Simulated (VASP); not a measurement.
# MnS (Fm-3m) in VASP: notebook, part 2 of 2

VASP 6.6.1. The steps go on from the part before.

## Step 4: Relaxation of cell and atoms, PBE, collinear spin, ferromagnetic start

This run uses another cell than the first one, of 17.67 Å³/atom, 0.943 times its volume.

Input file INCAR:

```
ALGO = Normal ; EDIFF = 1E-6
EDIFFG = -0.01 ; ENCUT = 600
GGA = PE ; IBRION = 2
ISIF = 3 ; ISMEAR = -1
ISPIN = 2 ; LASPH = True
LCHARG = False ; LMAXMIX = 4
LORBIT = 11 ; LREAL = False
LWAVE = False ; MAGMOM = 4 0
NELM = 150 ; NSW = 80
PREC = Accurate ; SIGMA = 0.05
```

Input file KPOINTS:

```
k-points
0
Gamma
  9 9 9
```

Input file POSCAR:

```
MnS
1.0
    0.0000000000      2.6045000000      2.6045000000
    2.6045000000      0.0000000000      2.6045000000
    2.6045000000      2.6045000000      0.0000000000
Mn S
1 1
Direct
    0.0000000000      0.0000000000      0.0000000000
    0.5000000000      0.5000000000      0.5000000000
```

Potentials or basis: VASP PAW PBE potentials, release 64 (Mn_pv, S).

On the command line:

```
$ cat potpaw_PBE.64/Mn_pv/POTCAR potpaw_PBE.64/S/POTCAR > POTCAR
$ mpirun -np 1 vasp_std > vasp.out
```

OUTCAR:

```text
EDIFF = 1E-6
   EDIFFG = -0.01
   ENCUT = 600
   GGA = PE
   IBRION = 2
   ISIF = 3
   ISMEAR = -1
   ISPIN = 2
   LASPH = True
   LORBIT = 11
   LREAL = False
   NELM = 150
   NSW = 80
   PREC = Accurate

 ion  position               nearest neighbor table
   1  0.000  0.000  0.000-   2 2.60   2 2.60   2 2.60   2 2.60   2 2.60   2 2.60
   2  0.500  0.500  0.500-   1 2.60   1 2.60   1 2.60   1 2.60   1 2.60   1 2.60

  LATTYP: Found a face centered cubic cell.
 ALAT       =     5.2090000000

  Lattice vectors:

 A1 = (   0.0000000000,   2.6045000000,   2.6045000000)
 A2 = (   2.6045000000,   0.0000000000,   2.6045000000)
 A3 = (   2.6045000000,   2.6045000000,   0.0000000000)

Analysis of symmetry for initial positions (statically):
=====================================================================
 Subroutine PRICEL returns:
 Original cell was already a primitive cell.

 Routine SETGRP: Setting up the symmetry group for a
 face centered cubic supercell.

 Subroutine GETGRP returns: Found 48 space group operations
 (whereof 48 operations were pure point group operations)
 out of a pool of 48 trial point group operations.

The static configuration has the point symmetry O_h .

Analysis of symmetry for dynamics (positions and initial velocities):
=====================================================================
 Subroutine PRICEL returns:
 Original cell was already a primitive cell.

 Routine SETGRP: Setting up the symmetry group for a
 face centered cubic supercell.

 Subroutine GETGRP returns: Found 48 space group operations
 (whereof 48 operations were pure point group operations)
 out of a pool of 48 trial point group operations.

The dynamic configuration has the point symmetry O_h .

Analysis of structural, dynamic, and magnetic symmetry:
=====================================================================
 Subroutine PRICEL returns:
 Original cell was already a primitive cell.

 Routine SETGRP: Setting up the symmetry group for a
 face centered cubic supercell.

 Subroutine GETGRP returns: Found 48 space group operations
 (whereof 48 operations were pure point group operations)
 out of a pool of 48 trial point group operations.

The overall configuration has the point symmetry O_h .

 Subroutine INISYM returns: Found 48 space group operations
[... 153 lines left out ...]
  -------------------------------------------------------------------------------------
  Total       -0.6397427     -0.6397427     -0.6397427      0.0000000      0.0000000      0.0000000
  in kB      -29.0076696    -29.0076696    -29.0076696      0.0000000      0.0000000      0.0000000
  external PRESSURE =     -29.0076696 kB  Pullay stress =       0.0000000 kB
[... 167 lines left out ...]
--------------------------------------- Ionic step        6  -------------------------------------------

 number of electron      19.0000004 magnetization       4.5694147

 Free energy of the ion-electron system (eV)
  ---------------------------------------------------
  ext. energy  EPLUGINS =         0.00000000
  ---------------------------------------------------
  free energy    TOTEN  =       -14.08692081 eV

  energy without entropy =      -14.07801372  energy(sigma->0) =      -14.08246726

 E-fermi :   7.2893     XC(G=0): -10.9201

 val. band max:        7.2626999751   @ k =   0.1111   0.1111   0.0000
 cond. band min:       7.3028779897   @ k =   0.4444   0.1111   0.0000
 fundamental gap:      0.0401780147
 Fermi energy:         7.2892987182

 spin component 1

 k-point     1 :       0.0000    0.0000    0.0000
  band No.  band energies     occupation
      1     -43.3573      1.00000
      2     -43.3573      1.00000
      3     -43.3573      1.00000
      4      -7.7059      1.00000
      5       3.8703      1.00000
      6       3.8703      1.00000
      7       3.8703      1.00000
      8       3.9735      1.00000
      9       3.9735      1.00000
     10       5.3169      1.00000
     11       5.3169      1.00000
     12       5.3169      1.00000
     13       9.3996      0.00000
     14      15.9770      0.00000
[... 403 lines left out ...]
      4      -6.1496      1.00000
      5       1.0036      1.00000
      6       3.2871      1.00000
      7       3.5758      1.00000
      8       3.5758      1.00000
      9       4.2480      1.00000
     10       4.6834      1.00000
     11       4.6834      1.00000
     12       5.2806      1.00000
     13       8.3667      0.00000
     14      12.8477      0.00000
     15      17.6494      0.00000

 [... further k-points ...]

 spin component 2

 k-point     1 :       0.0000    0.0000    0.0000
  band No.  band energies     occupation
      1     -38.9485      1.00000
      2     -38.9485      1.00000
      3     -38.9485      1.00000
      4      -7.4154      1.00000
      5       5.5259      1.00000
      6       5.5259      1.00000
      7       5.5259      1.00000
      8       7.4201      0.06810
      9       7.4201      0.06810
     10       7.4201      0.06810
     11       7.4924      0.01692
     12       7.4924      0.01692
     13      10.3831      0.00000
     14      17.0106      0.00000
[... 444 lines left out ...]
  FREE ENERGIE OF THE ION-ELECTRON SYSTEM (eV)
  ---------------------------------------------------
  free  energy   TOTEN  =       -14.0869208081 eV

  energy  without entropy=      -14.0780137212  energy(sigma->0) =      -14.08246726

 reached required accuracy - stopping structural energy minimisation

 total charge

# of ion       s       p       d       tot
------------------------------------------
    1        0.224   6.180   4.955  11.359
    2        1.328   2.410   0.000   3.738
--------------------------------------------------
tot          1.552   8.590   4.955  15.097

 magnetization (x)

# of ion       s       p       d       tot
------------------------------------------
    1        0.053   0.041   4.057   4.151
    2        0.027   0.067   0.000   0.095
--------------------------------------------------
tot          0.080   0.109   4.057   4.246
```

CONTCAR:

```text
MnS
   1.00000000000000
     0.0000000000000000    2.5572149182599317    2.5572149182599317
     2.5572149182599317    0.0000000000000000    2.5572149182599317
     2.5572149182599317    2.5572149182599317   -0.0000000000000000
  Mn              S
     1     1
Direct
     0.0000000000000000    0.0000000000000000    0.0000000000000000
     0.5000000000000000    0.5000000000000000    0.5000000000000000

  0.00000000E+00  0.00000000E+00  0.00000000E+00
  0.00000000E+00  0.00000000E+00  0.00000000E+00
```

Wall time 1.8 min (1 thread of AMD EPYC 9R45 (Zen 5), shared host); peak memory 0.18 GiB.

What came out:

* Free energy: -14.0869 eV
* Relaxed volume: 16.72 Å³/atom
* Relaxed cell: a = 3.616 Å, b = 3.616 Å, c = 3.616 Å, α = 60.00°, β = 60.00°, γ = 60.00°
* Space group after relaxing (to 0.05 Å): Fm-3m (No. 225)
* Energy gained by relaxing: 8.5 meV/atom
* Ionic steps: 6
* Pressure after relaxing: 0.0 GPa
* Net moment: 4.57 μB per cell
* Site moments: Mn +4.15; S +0.10 μB
* Valence electrons inside the program's atomic spheres: Mn 11.36; S 3.74

Step by step:
```csv
step,energy change (eV),largest force (eV/Å),pressure (GPa),volume (Å³)
1,0.0000,0.0000,-2.90,35.33
2,-0.0166,0.0000,-0.37,33.72
3,-0.0170,0.0000,-0.17,33.50
4,-0.0163,0.0000,0.58,33.06
5,-0.0170,0.0000,0.14,33.40
6,-0.0170,0.0000,0.05,33.45
```

Final structure:
```yaml
crystal:
  lattice:
    - [0.00000, 2.55721, 2.55721]
    - [2.55721, 0.00000, 2.55721]
    - [2.55721, 2.55721, 0.00000]
  atoms:
    - { symbol: Mn, position: [0.00000, 0.00000, 0.00000] }
    - { symbol: S, position: [0.50000, 0.50000, 0.50000] }
```

Levels at points of the mesh, in eV from the Fermi level:
Spin up:
| k point | band 8 | band 9 | band 10 | band 11 | band 12 | band 13 | band 14 | band 15 |
| --- | --- | --- | --- | --- | --- | --- | --- | --- |
| (0.00, 0.00, 0.00) | -3.32 | -3.32 | -1.97 | -1.97 | -1.97 | 2.11 | 8.69 | 8.69 |
Spin down:
```tsv
k point	band 4	band 5	band 6	band 7	band 8	band 9	band 10	band 11
(0.00, 0.00, 0.00)	-14.70	-1.76	-1.76	-1.76	0.13	0.13	0.13	0.20
```

Caveat: a cell with one magnetic atom can't hold antiferromagnetic order, which such compounds often take; semilocal functionals often make such compounds metallic where correlation or magnetic order opens a gap, which also shifts bond lengths. With open d or f shells a metallic result of PBE can be an artefact of self-interaction; +U or a hybrid may open a gap.

## Step 5: Overview

```csv
task,level,potentials or basis,fixed moment (μB),cell,k mesh,cutoff (eV),second run,gap on the mesh (eV),pressure (GPa),moment (μB)
single point,r2SCAN+D3(BJ),"VASP PAW PBE potentials, release 64 (Mn_pv, S)",-,"a = 3.756 Å, angles 60.0°, 2 atoms",9 × 9 × 9,520,-,0.32,-5.5,5.00
single point,PBEsol,"VASP PAW PBE potentials, release 64 (Mn_sv, S)",6.0,"a = 3.683 Å, angles 60.0°, 2 atoms",7 × 7 × 7,600,valence_matched,-,8.0,6.00
relaxation of cell and atoms,PBE,"VASP PAW PBE potentials, release 64 (Mn_pv, S)",-,"relaxed from a = 3.683 Å, angles 60.0°, 2 atoms",9 × 9 × 9,600,-,none,0.0,4.57
```

Alike in all rows: spin collinear, ferromagnetic start; smearing fermi-dirac 0.05 eV.

Caveats: a cell with one magnetic atom can't hold antiferromagnetic order, which such compounds often take; the PAW data sets were made with another functional, which shifts forces and pressure a little (some runs); the total moment is fixed, so each spin has its own Fermi level (some runs); semilocal functionals often make such compounds metallic where correlation or magnetic order opens a gap, which also shifts bond lengths (some runs).

Absolute energies hang on the potentials; compare differences alone.
